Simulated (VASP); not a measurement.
# TePb (P-1) in VASP: single point with PBE

Aim: the single point of TePb with PBE.

All numbers are computed with VASP 6.6.1; they aren't measurements. Logs are shortened: lines on timing, memory, paths and dates and some standing lists are left out, and cuts for length are marked.

## (1) The cell of the first run

The typed cell holds 2 atoms: a = 4.718 Å, b = 4.855 Å, c = 4.989 Å, α = 60.96°, β = 62.71°, γ = 57.32°.

## (2) Single point, PBE

The input, INCAR:

```
PREC = Accurate ; ENCUT = 500
EDIFF = 1E-6 ; ISMEAR = 0
SIGMA = 0.1 ; LREAL = F
LASPH = T ; NELM = 120
ALGO = Normal ; ISIF = 2
LWAVE = F ; LCHARG = F
GGA = PE ; NBANDS = 17
GGA_COMPAT = F
```

The input, KPOINTS:

```
Automatic mesh
0
Gamma
  4 4 4
```

The input, POSCAR:

```
TePb
1.0
    0.0701647755      3.2175691250      3.4496093969
    3.3886274959      0.0425539103      3.4772202621
    3.5968278018      3.4533802961     -0.1656463955
Te Pb
1 1
Direct
    0.0000000000      0.0000000000      0.0000000000
    0.5000000000      0.5000000000      0.5000000000
```

Potentials or basis: VASP PAW PBE potentials, release 64 (Te, Pb_d).

Command:

```
$ cat potpaw_PBE.64/Te/POTCAR potpaw_PBE.64/Pb_d/POTCAR > POTCAR
$ mpirun -np 1 vasp_std > vasp.out
```

OUTCAR:

```text
PREC = Accurate
   ENCUT = 500
   EDIFF = 1E-6
   ISMEAR = 0
   LREAL = F
   LASPH = T
   NELM = 120
   ISIF = 2
   GGA = PE

 ion  position               nearest neighbor table
   1  0.000  0.000  0.000-   2 3.32   2 3.32   2 3.46   2 3.46   2 3.55   2 3.55
   2  0.500  0.500  0.500-   1 3.32   1 3.32   1 3.46   1 3.46   1 3.55   1 3.55

  LATTYP: Found a triclinic cell.
 ALAT       =     4.8554781322
 B/A-ratio  =     2.4417933930
 C/A-ratio  =     1.0286841501
 COS(alpha) =     0.0044329726
 COS(beta)  =     0.4872354220
 COS(gamma) =     0.8286822649

  Lattice vectors:

 A1 = (   3.3886274959,   0.0425539103,   3.4772202621)
 A2 = (   7.0556200732,   6.7135033314,   6.7611832635)
 A3 = (  -0.2082003059,  -3.4108263858,   3.6428666576)

Analysis of symmetry for initial positions (statically):
=====================================================================
 Subroutine PRICEL returns:
 Original cell was already a primitive cell.

 Routine SETGRP: Setting up the symmetry group for a
 triclinic supercell.

 Subroutine GETGRP returns: Found  2 space group operations
 (whereof  2 operations were pure point group operations)
 out of a pool of  2 trial point group operations.

The static configuration has the point symmetry S_2 .

Analysis of symmetry for dynamics (positions and initial velocities):
=====================================================================
 Subroutine PRICEL returns:
 Original cell was already a primitive cell.

 Routine SETGRP: Setting up the symmetry group for a
 triclinic supercell.

 Subroutine GETGRP returns: Found  2 space group operations
 (whereof  2 operations were pure point group operations)
 out of a pool of  2 trial point group operations.

The dynamic configuration has the point symmetry S_2 .

 Subroutine INISYM returns: Found  2 space group operations
 (whereof  2 operations are pure point group operations),
 and found     1 'primitive' translations

----------------------------------------------------------------------------------------

                                     Primitive cell

  volume of cell :      81.0451

  direct lattice vectors                    reciprocal lattice vectors
[... 77 lines left out ...]
 SYSTEM =  unknown system
   PREC   = accura    normal or accurate (medium, high low for compatibility)
   ISTART =      0    job   : 0-new  1-cont  2-samecut
   ICHARG =      2    charge: 1-file 2-atom 10-const
   ISPIN  =      1    spin polarized calculation?
   LNONCOLLINEAR =      F non collinear calculations
   LSORBIT =      F    spin-orbit coupling
   LASPH  =      T    aspherical Exc in radial PAW
   ENCUT  =  500.0 eV  36.75 Ry    6.06 a.u.   8.60  8.85  9.10*2*pi/ulx,y,z
   NELM   =    120;   NELMIN=  2; NELMDL= -5     # of ELM steps
   EDIFF  = 0.1E-05   stopping-criterion for ELM
   LREAL  =      F    real-space projection
   EDIFFG = 0.1E-04   stopping-criterion for IOM
   NSW    =      0    number of steps for IOM
   IBRION =     -1    ionic relax: 0-MD 1-quasi-New 2-CG
   NFREE  =      0    steps in history (QN), initial steepest desc. (CG)
   ISIF   =      2    stress and relaxation
   ISYM   =      2    0-nonsym 1-usesym 2-fastsym
   POTIM  = 0.5000    time-step for ionic-motion
   TEBEG  =    0.0;   TEEND  =   0.0 temperature during run
   PSTRESS=    0.0 pullay stress
   NELECT =      20.0000    total number of electrons
   NUPDOWN=      -1.0000    fix difference up-down
   EMIN   =  10.00;   EMAX   =-10.00  energy-range for DOS
   EFERMI =   0.00;   METHOD = LEGACY
   ISMEAR =     0;   SIGMA  =   0.10  broadening in eV -4-tet -1-fermi 0-gaus
   EFERMI_NEDOS =   21; number of points for ismear=-14 and -15
   IALGO  =     38    algorithm
   IMIX   =      4    mixing-type and parameters
     AMIX     =   0.40;   BMIX     =  1.00
     AMIX_MAG =   1.60;   BMIX_MAG =  1.00
  volume/ion in A,a.u.               =      40.52       273.46
  Fermi-wavevector in a.u.,A,eV,Ry     =   1.026855  1.940475 14.346412  1.054432
  Thomas-Fermi vector in A             =   2.160770
   LORBIT       =      0    0 simple, 1 ext, 2 COOP (PROOUT), +10 PAW based schemes
   GGA     = PE    functional components
   LHFCALC =     F    Hartree Fock is set to
   AEXX    =    0.0000 exact exchange contribution
   IVDW    =     0    specifies the selected vdW correction
   LEPSILON=     F    determine dielectric tensor
   LRPA    =     F    only Hartree local field effects (RPA)
 non-spin polarized calculation
 Gauss-broadening in eV      SIGMA  =   0.10
  energy-cutoff  :      500.00
  volume of cell :       81.05
 maximum number of plane-waves:      2073
 NGX is ok and might be reduce to    36
   NGX = 17   NGY = 17   NGZ = 19

 number of electron      19.9999999 magnetization

 Free energy of the ion-electron system (eV)
  ---------------------------------------------------
  ext. energy  EPLUGINS =         0.00000000
  ---------------------------------------------------
  free energy    TOTEN  =        -7.30018938 eV

  energy without entropy =       -7.30012664  energy(sigma->0) =       -7.30015801

 E-fermi :   4.0346     XC(G=0):  -8.4998

 val. band max:        3.8507260867   @ k =  -0.0000  -0.0000   0.5000
 cond. band min:       4.2351701953   @ k =   0.5000   0.5000   0.5000
 fundamental gap:      0.3844441086
 Fermi energy:         4.0345652974

 k-point     1 :       0.0000    0.0000    0.0000
  band No.  band energies     occupation
      1     -13.1056      2.00000
      2     -13.1023      2.00000
      3     -13.0808      2.00000
      4     -13.0708      2.00000
      5     -13.0663      2.00000
      6      -7.2038      2.00000
[... 457 lines left out ...]
      4     -13.0729      2.00000
      5     -13.0587      2.00000
      6      -6.0452      2.00000
[... 9 lines left out ...]
     16      13.2673      0.00000
     17      13.7801      0.00000

 [... further k-points ...]
[... 5 lines left out ...]
  --------------------------------------------------------------------------------------
  -------------------------------------------------------------------------------------
  Total       -2.1210927     -0.6656328     -2.6517969     -0.6410665      0.4252005      0.3081614
  in kB      -41.9317799    -13.1588628    -52.4232477    -12.6732122      8.4057678      6.0920276
  external PRESSURE =     -35.8379635 kB  Pullay stress =       0.0000000 kB

 VOLUME and BASIS-vectors are now :
 -----------------------------------------------------------------------------
  energy-cutoff  :      500.00
  volume of cell :       81.05
      direct lattice vectors                 reciprocal lattice vectors
     0.070164775  3.217569125  3.449609397    -0.148253360  0.161246906  0.142502829
     3.388627496  0.042553910  3.477220262     0.153566190 -0.153238986  0.139807739
     3.596827802  3.453380296 -0.165646395     0.136237701  0.141223327 -0.134494909

 POSITION                                       TOTAL-FORCE (eV/Angst)
 -----------------------------------------------------------------------------------
      0.00000      0.00000      0.00000         0.000000      0.000000      0.000000
      3.52781      3.35675      3.38059        -0.000000      0.000000     -0.000000
 -----------------------------------------------------------------------------------
    total drift:                                0.000000      0.000000      0.000000

  FREE ENERGIE OF THE ION-ELECTRON SYSTEM (eV)
  ---------------------------------------------------
  free  energy   TOTEN  =        -7.3001893804 eV

  energy  without entropy=       -7.3001266436  energy(sigma->0) =       -7.30015801
```

stdout:

```text
POSCAR found type information on POSCAR TePb
 POSCAR found :  2 types and       2 ions
 scaLAPACK will be used
 LDA part: xc-table for (Slater+PW92), standard interpolation
 POSCAR, INCAR and KPOINTS ok, starting setup
 FFT: planning ... GRIDC
 FFT: planning ... GRID_SOFT
 FFT: planning ... GRID
 WAVECAR not read
 entering main loop
```

It took 61 s on 1 thread of Intel Xeon 8259CL, shared host; peak memory 0.23 GiB.

Results:

| Item | Value |
| --- | --- |
| Free energy | -7.3002 eV |
| Pressure | -3.6 GPa |
| Band gap on the k mesh | 0.38 eV (least direct gap 0.60 eV) |

Caveat: the cell stands under tension; spin-orbit coupling is left out, which moves the levels of the heavy elements. A k mesh can miss the band edges.
